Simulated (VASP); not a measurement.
Set up this calculation in VASP 6.6.1, as the native input.

```
Task                   : single point
Functional             : LDA
Potentials or basis    : VASP PAW LDA potentials, release 64 (Mo_sv, S)
Cutoff                 : 520 eV
k mesh                 : 12 × 12 × 4
Occupations            : gaussian, width 0.01 eV
Spin                   : no spin polarisation
Dipole correction      : no
Further INCAR settings : ALGO = Normal; EDIFF = 1e-06; NBANDS = 20
```

The structure of MoS2 lies in POSCAR:

```
MoS2
1.0
    3.1709601090      0.0000000000      0.0000000000
   -1.5854800545      2.7461320088      0.0000000000
    0.0000000000      0.0000000000      6.8100356761
Mo S
1 2
Direct
    0.0000000000      0.0000000000      0.0000000000
    0.3333333333      0.6666666667      0.2285274094
    0.3333333333      0.6666666667      0.7714725906
```

These files were run (other wordings do the same):

INCAR

```
SYSTEM = MoS2
ALGO = Normal ; EDIFF = 1E-6
ENCUT = 520 ; ISIF = 2
ISMEAR = 0 ; LASPH = .TRUE.
LCHARG = .TRUE. ; LELF = .TRUE.
LREAL = .FALSE. ; LVHAR = .TRUE.
LWAVE = .FALSE. ; NBANDS = 20
NELM = 60 ; PREC = Accurate
SIGMA = 0.01
```

KPOINTS

```
k-points
0
G
  12 12 4
  0 0 0
```

Potentials or basis: VASP PAW LDA potentials, release 64 (Mo_sv, S).

Run with:

```sh
$ cat potpaw_LDA.64/Mo_sv/POTCAR potpaw_LDA.64/S/POTCAR > POTCAR
$ mpirun -np 1 vasp_std > vasp.out
```

Results of the run:

```yaml
Pressure: -4.4 GPa
Largest_force: 0.365 eV/Å
Band_gap_on_the_k_mesh: 1.24 eV, indirect (least direct gap 1.69 eV)
```

It took 41 s on 1 thread of Intel(R) Xeon(R) Platinum 8488C (Sapphire Rapids), with other jobs on the host, peak memory 0.19 GiB.
